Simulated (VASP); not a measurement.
# KSiRu in VASP: a series of runs

The runs below take KSiRu through single point, with PBE.

Program: VASP 6.6.1. These are calculated values, not measurements. Logs are shortened: lines on timing, memory, paths and dates and some standing lists are left out, and cuts for length are marked.

## (1) The cell of the first run

The cell holds a sheet with vacuum, 3 atoms: a = 4.544 Å, b = 4.544 Å, c = 28.683 Å, α = 90.00°, β = 90.00°, γ = 90.00°.

## (2) Single point, PBE

INCAR reads:

```
PREC = Accurate
ENCUT = 420
EDIFF = 1E-6
ISMEAR = 0
SIGMA = 0.1
LREAL = False
LASPH = True
NELM = 120
ALGO = Normal
ISIF = 2
LWAVE = False
LCHARG = True
LDIPOL = True
IDIPOL = 3
DIPOL = 0.5 0.5 0.299
GGA = PE
LELF = True
LVHAR = True
LVACPOTAV = True
NBANDS = 22
GGA_COMPAT = False
NELMDL = -8
```

KPOINTS reads:

```
Automatic mesh
0
Gamma
  10 10 1
```

POSCAR reads:

```
KSiRu
1.0
    4.5440694025      0.0000000000      0.0000000000
    0.0000000000      4.5440694025      0.0000000000
    0.0000000000      0.0000000000     28.6831480000
K Si Ru
1 1 1
Direct
    0.0000000000      0.0000000000      0.2930605714
    0.5000000000      0.5000000000      0.3381667149
    0.5000000000      0.5000000000      0.2651178422
```

Potentials or basis: VASP PAW PBE potentials, release 64 (K_sv, Si, Ru_sv).

Launch:

```
$ cat potpaw_PBE.64/K_sv/POTCAR potpaw_PBE.64/Si/POTCAR potpaw_PBE.64/Ru_sv/POTCAR > POTCAR
$ mpirun -np 1 vasp_std > vasp.out
```

OUTCAR:

```text
PREC = Accurate
   ENCUT = 420
   EDIFF = 1E-6
   ISMEAR = 0
   LREAL = False
   LASPH = True
   NELM = 120
   ISIF = 2
   GGA = PE
   NELMDL = -8

 ion  position               nearest neighbor table
   1  0.000  0.000  0.293-   2 3.46   2 3.46   2 3.46   2 3.46
   2  0.500  0.500  0.338-   3 2.10   1 3.46   1 3.46   1 3.46   1 3.46
   3  0.500  0.500  0.265-   2 2.10

  LATTYP: Found a simple tetragonal cell.
 ALAT       =     4.5440694025
 C/A-ratio  =     6.3122160908

  Lattice vectors:

 A1 = (   4.5440694025,   0.0000000000,   0.0000000000)
 A2 = (   0.0000000000,   4.5440694025,   0.0000000000)
 A3 = (   0.0000000000,   0.0000000000,  28.6831480000)

Analysis of symmetry for initial positions (statically):
=====================================================================
 Subroutine PRICEL returns:
 Original cell was already a primitive cell.

 Routine SETGRP: Setting up the symmetry group for a
 simple tetragonal supercell.

 Subroutine GETGRP returns: Found  8 space group operations
 (whereof  8 operations were pure point group operations)
 out of a pool of 16 trial point group operations.

The static configuration has the point symmetry C_4v.

Analysis of symmetry for dynamics (positions and initial velocities):
=====================================================================
 Subroutine PRICEL returns:
 Original cell was already a primitive cell.

 Routine SETGRP: Setting up the symmetry group for a
 simple tetragonal supercell.

 Subroutine GETGRP returns: Found  8 space group operations
 (whereof  8 operations were pure point group operations)
 out of a pool of 16 trial point group operations.

The dynamic configuration has the point symmetry C_4v.

 Subroutine INISYM returns: Found  8 space group operations
 (whereof  8 operations are pure point group operations),
 and found     1 'primitive' translations

----------------------------------------------------------------------------------------

                                     Primitive cell

  volume of cell :     592.2659

  direct lattice vectors                    reciprocal lattice vectors
     4.544069402  0.000000000  0.000000000     0.220067061  0.000000000  0.000000000
     0.000000000  4.544069402  0.000000000     0.000000000  0.220067061  0.000000000
     0.000000000  0.000000000 28.683148000     0.000000000  0.000000000  0.034863677

  length of vectors
     4.544069402  4.544069402 28.683148000     0.220067061  0.220067061  0.034863677

  position of ions in fractional coordinates (direct lattice)
     0.000000000  0.000000000  0.293060571
     0.500000000  0.500000000  0.338166715
     0.500000000  0.500000000  0.265117842

  ion indices of the primitive-cell ions
   primitive index   ion index
                 1           1
                 2           2
                 3           3

----------------------------------------------------------------------------------------

 KPOINTS: Automatic mesh

Automatic generation of k-mesh.
 Grid dimensions read from file:
 generate k-points for:   10   10    1

 Generating k-lattice:

  Cartesian coordinates                     Fractional coordinates (reciprocal lattice)
     0.022006706  0.000000000  0.000000000     0.100000000  0.000000000  0.000000000
     0.000000000  0.022006706  0.000000000     0.000000000  0.100000000  0.000000000
     0.000000000  0.000000000  0.034863677     0.000000000  0.000000000  1.000000000

  Length of vectors
     0.022006706  0.022006706  0.034863677

  Shift w.r.t. Gamma in fractional coordinates (k-lattice)
     0.000000000  0.000000000  0.000000000

 Subroutine IBZKPT returns following result:
 ===========================================

 Found     21 irreducible k-points:

 Following reciprocal coordinates:
            Coordinates               Weight
  0.000000  0.000000  0.000000      1.000000
  0.100000  0.000000  0.000000      4.000000
  0.200000  0.000000  0.000000      4.000000
  0.300000  0.000000  0.000000      4.000000
  0.400000  0.000000  0.000000      4.000000
  0.500000  0.000000  0.000000      2.000000
[... 13 lines left out ...]
  0.500000  0.400000  0.000000      4.000000
  0.500000  0.500000  0.000000      1.000000
   k-points           NKPTS =     21   k-points in BZ     NKDIM =     21   number of bands    NBANDS=     22
   number of dos      NEDOS =    301   number of ions     NIONS =      3
   total plane-waves  NPLWV = 172800
   dimension x,y,z NGX =    30 NGY =   30 NGZ =  192
   dimension x,y,z NGXF=    60 NGYF=   60 NGZF=  384
   ions per type =               1   1   1
   NGX,Y,Z   is equivalent  to a cutoff of  10.98, 10.98, 11.13 a.u.
   NGXF,Y,Z  is equivalent  to a cutoff of  21.95, 21.95, 22.26 a.u.
 SYSTEM =  unknown system
   PREC   = accura    normal or accurate (medium, high low for compatibility)
   ISTART =      0    job   : 0-new  1-cont  2-samecut
   ICHARG =      2    charge: 1-file 2-atom 10-const
   ISPIN  =      1    spin polarized calculation?
   LNONCOLLINEAR =      F non collinear calculations
   LSORBIT =      F    spin-orbit coupling
   LASPH  =      T    aspherical Exc in radial PAW
   ENCUT  =  420.0 eV  30.87 Ry    5.56 a.u.   7.59  7.59 47.93*2*pi/ulx,y,z
   NELM   =    120;   NELMIN=  2; NELMDL= -8     # of ELM steps
   EDIFF  = 0.1E-05   stopping-criterion for ELM
   LREAL  =      F    real-space projection
   EDIFFG = 0.1E-04   stopping-criterion for IOM
   NSW    =      0    number of steps for IOM
   IBRION =     -1    ionic relax: 0-MD 1-quasi-New 2-CG
   NFREE  =      0    steps in history (QN), initial steepest desc. (CG)
   ISIF   =      2    stress and relaxation
   ISYM   =      2    0-nonsym 1-usesym 2-fastsym
   POTIM  = 0.5000    time-step for ionic-motion
   TEBEG  =    0.0;   TEEND  =   0.0 temperature during run
   PSTRESS=    0.0 pullay stress
   NELECT =      29.0000    total number of electrons
   NUPDOWN=      -1.0000    fix difference up-down
   EMIN   =  10.00;   EMAX   =-10.00  energy-range for DOS
   EFERMI =   0.00;   METHOD = LEGACY
   ISMEAR =     0;   SIGMA  =   0.10  broadening in eV -4-tet -1-fermi 0-gaus
   EFERMI_NEDOS =   21; number of points for ismear=-14 and -15
   IALGO  =     38    algorithm
   IMIX   =      4    mixing-type and parameters
     AMIX     =   0.40;   BMIX     =  1.00
     AMIX_MAG =   1.60;   BMIX_MAG =  1.00
  volume/ion in A,a.u.               =     197.42      1332.27
  Fermi-wavevector in a.u.,A,eV,Ry     =   0.598920  1.131794  4.880475  0.358705
  Thomas-Fermi vector in A             =   1.650206
   LORBIT       =      0    0 simple, 1 ext, 2 COOP (PROOUT), +10 PAW based schemes
   GGA     = PE    functional components
   LHFCALC =     F    Hartree Fock is set to
   AEXX    =    0.0000 exact exchange contribution
   IVDW    =     0    specifies the selected vdW correction
   LEPSILON=     F    determine dielectric tensor
   LRPA    =     F    only Hartree local field effects (RPA)
 non-spin polarized calculation
 Gauss-broadening in eV      SIGMA  =   0.10
  energy-cutoff  :      420.00
  volume of cell :      592.27
 maximum number of plane-waves:     11621
   NGX = 15   NGY = 15   NGZ = 95

 number of electron      28.9999987 magnetization

 dipolmoment           0.000000      0.000000      0.038054 electrons x Angstroem

 Free energy of the ion-electron system (eV)
  ---------------------------------------------------
  ext. energy  EPLUGINS =         0.00000000
  ---------------------------------------------------
  free energy    TOTEN  =       -10.99854130 eV

  energy without entropy =      -10.98222982  energy(sigma->0) =      -10.99038556

 E-fermi :  -2.9201     XC(G=0):  -1.7731

 val. band max:       -2.9223576178   @ k =   0.4000   0.4000   0.0000
 cond. band min:      -2.9179271767   @ k =   0.4000   0.1000   0.0000
 fundamental gap:      0.0044304411
 Fermi energy:        -2.9200697837

 k-point     1 :       0.0000    0.0000    0.0000
  band No.  band energies     occupation
      1     -74.2370      2.00000
      2     -44.8024      2.00000
      3     -44.0838      2.00000
      4     -44.0838      2.00000
      5     -32.8451      2.00000
      6     -16.4541      2.00000
[... 14 lines left out ...]
     21       1.2943      0.00000
     22       1.5309      0.00000

 k-point     2 :       0.1000    0.0000    0.0000
  band No.  band energies     occupation
      1     -74.2371      2.00000
      2     -44.8024      2.00000
      3     -44.0839      2.00000
      4     -44.0838      2.00000
      5     -32.8448      2.00000
      6     -16.4530      2.00000
[... 14 lines left out ...]
     21       1.3631      0.00000
     22       1.6058      0.00000

 k-point     3 :       0.2000    0.0000    0.0000
  band No.  band energies     occupation
      1     -74.2370      2.00000
      2     -44.8024      2.00000
      3     -44.0841      2.00000
      4     -44.0838      2.00000
      5     -32.8441      2.00000
      6     -16.4502      2.00000
[... 14 lines left out ...]
     21       1.5267      0.00000
     22       1.5953      0.00000

 k-point     4 :       0.3000    0.0000    0.0000
  band No.  band energies     occupation
      1     -74.2370      2.00000
      2     -44.8024      2.00000
      3     -44.0844      2.00000
      4     -44.0838      2.00000
      5     -32.8431      2.00000
      6     -16.4466      2.00000
[... 14 lines left out ...]
     21       1.5515      0.00000
     22       1.8196      0.00000

 k-point     5 :       0.4000    0.0000    0.0000
  band No.  band energies     occupation
      1     -74.2370      2.00000
      2     -44.8023      2.00000
      3     -44.0845      2.00000
      4     -44.0838      2.00000
      5     -32.8424      2.00000
      6     -16.4438      2.00000
[... 14 lines left out ...]
     21       1.9115      0.00000
     22       2.2031      0.00000

 k-point     6 :       0.5000    0.0000    0.0000
  band No.  band energies     occupation
      1     -74.2370      2.00000
      2     -44.8024      2.00000
      3     -44.0846      2.00000
      4     -44.0838      2.00000
      5     -32.8421      2.00000
      6     -16.4427      2.00000
[... 14 lines left out ...]
     21       2.4114      0.00000
     22       2.4561      0.00000

 k-point     7 :       0.1000    0.1000    0.0000
  band No.  band energies     occupation
      1     -74.2370      2.00000
      2     -44.8024      2.00000
      3     -44.0839      2.00000
      4     -44.0839      2.00000
      5     -32.8445      2.00000
      6     -16.4520      2.00000
[... 249 lines left out ...]
      6     -16.4395      2.00000
[... 14 lines left out ...]
     21       1.8831      0.00000
     22       2.3397      0.00000

 k-point    18 :       0.5000    0.3000    0.0000
  band No.  band energies     occupation
      1     -74.2370      2.00000
      2     -44.8023      2.00000
      3     -44.0845      2.00000
      4     -44.0843      2.00000
      5     -32.8408      2.00000
      6     -16.4387      2.00000
[... 14 lines left out ...]
     21       1.7682      0.00000
     22       2.5580      0.00000

 k-point    19 :       0.4000    0.4000    0.0000
  band No.  band energies     occupation
      1     -74.2370      2.00000
      2     -44.8023      2.00000
      3     -44.0845      2.00000
      4     -44.0845      2.00000
      5     -32.8406      2.00000
      6     -16.4378      2.00000
[... 14 lines left out ...]
     21       1.6121      0.00000
     22       2.5904      0.00000

 k-point    20 :       0.5000    0.4000    0.0000
  band No.  band energies     occupation
      1     -74.2370      2.00000
      2     -44.8023      2.00000
      3     -44.0845      2.00000
      4     -44.0844      2.00000
      5     -32.8404      2.00000
      6     -16.4371      2.00000
[... 14 lines left out ...]
     21       1.5030      0.00000
     22       2.6778      0.00000

 k-point    21 :       0.5000    0.5000    0.0000
  band No.  band energies     occupation
      1     -74.2370      2.00000
      2     -44.8023      2.00000
      3     -44.0845      2.00000
      4     -44.0845      2.00000
      5     -32.8402      2.00000
      6     -16.4364      2.00000
[... 14 lines left out ...]
     21       1.3820      0.00000
     22       2.6988      0.00000

------------------------ aborting loop because EDIFF is reached ----------------------------------------

  FORCE on cell =-STRESS in cart. coord.  units (eV):
  Direction    XX          YY          ZZ          XY          YZ          ZX
  --------------------------------------------------------------------------------------
  -------------------------------------------------------------------------------------
  Total       -0.0707126     -0.0707126     -0.1173685      0.0000000      0.0000000      0.0000000
  in kB       -0.1912892     -0.1912892     -0.3175012      0.0000000      0.0000000      0.0000000
  external PRESSURE =      -0.2333599 kB  Pullay stress =       0.0000000 kB

 VOLUME and BASIS-vectors are now :
 -----------------------------------------------------------------------------
  energy-cutoff  :      420.00
  volume of cell :      592.27
      direct lattice vectors                 reciprocal lattice vectors
     4.544069402  0.000000000  0.000000000     0.220067061  0.000000000  0.000000000
     0.000000000  4.544069402  0.000000000     0.000000000  0.220067061  0.000000000
     0.000000000  0.000000000 28.683148000     0.000000000  0.000000000  0.034863677

 POSITION                                       TOTAL-FORCE (eV/Angst)
 -----------------------------------------------------------------------------------
      0.00000      0.00000      8.40590        -0.000000     -0.000000     -0.007921
      2.27203      2.27203      9.69969         0.000000     -0.000000      0.023535
      2.27203      2.27203      7.60441         0.000000      0.000000     -0.015614
 -----------------------------------------------------------------------------------
    total drift:                                0.000000      0.000000      0.000189

  FREE ENERGIE OF THE ION-ELECTRON SYSTEM (eV)
  ---------------------------------------------------
  free  energy   TOTEN  =       -10.9985412972 eV

  energy  without entropy=      -10.9822298198  energy(sigma->0) =      -10.99038556

 vacuum level on the upper side and lower side of the slab         1.213         0.879
```

Wall time 3.8 min (1 thread of AMD EPYC 7R13 (Zen 3), shared host); peak memory 0.53 GiB.

Results:

| Property | Result |
| --- | --- |
| Free energy | -10.9985 eV |
| Largest force | 0.024 eV/Å |
| Band gap on the k mesh | zero (an odd number of electrons rules out a gap without spin polarisation) |

Forces on the atoms (eV/Å):
```
K    0.000  0.000 -0.008
Si   0.000  0.000  0.024
Ru   0.000  0.000 -0.016
```

## (3) Single point, PBE

This run uses another cell than the first one.

Edit INCAR of step 2 so:

```diff
@@ -11,3 +11,3 @@
 LWAVE = False
-LCHARG = True
+LCHARG = False
 LDIPOL = True
@@ -16,5 +16,2 @@
 GGA = PE
-LELF = True
-LVHAR = True
-LVACPOTAV = True
 NBANDS = 22
```

KPOINTS is that of step 2.

POSCAR reads:

```
KSiRu
1.0
    4.5522089230      0.0000000000      0.0000000000
    0.0000000000      4.5522089230      0.0000000000
    0.0000000000      0.0000000000     28.6831480000
K Si Ru
1 1 1
Direct
    0.0000000000      0.0000000000      0.2925517669
    0.5000000000      0.5000000000      0.3384105009
    0.5000000000      0.5000000000      0.2653828607
```

Potentials or basis: VASP PAW PBE potentials, release 64 (K_sv, Si, Ru_sv).

Launch:

```
$ cat potpaw_PBE.64/K_sv/POTCAR potpaw_PBE.64/Si/POTCAR potpaw_PBE.64/Ru_sv/POTCAR > POTCAR
$ mpirun -np 1 vasp_std > vasp.out
```

Wall time 4.9 min (1 thread of AMD EPYC 7R43 (Zen 3), shared host); peak memory 0.52 GiB.

It converged, with:

```yaml
Free_energy: -10.9988 eV
Largest_force: 0.029 eV/Å
Band_gap_on_the_k_mesh: zero (an odd number of electrons rules out a gap without spin polarisation)
```

Forces in eV/Å, atoms in the order of the input:
```
K    0.000  0.000  0.002
Si   0.000  0.000  0.027
Ru   0.000  0.000 -0.029
```

Levels at points of the mesh, in eV from the Fermi level:
```
           k point  band 11  band 12  band 13  band 14  band 15  band 16  band 17  band 18  band 19  band 20
(0.00, 0.00, 0.00)    -1.49    -1.49    -1.25    -0.70    -0.24     1.43     1.89     1.89     3.61     3.84
(0.50, 0.00, 0.00)    -1.60    -1.54    -0.60    -0.15     0.15     0.39     1.95     2.34     2.49     4.79
(0.50, 0.50, 0.00)    -1.93    -1.47    -0.46     0.11     0.50     0.67     0.67     3.13     3.13     3.32
```
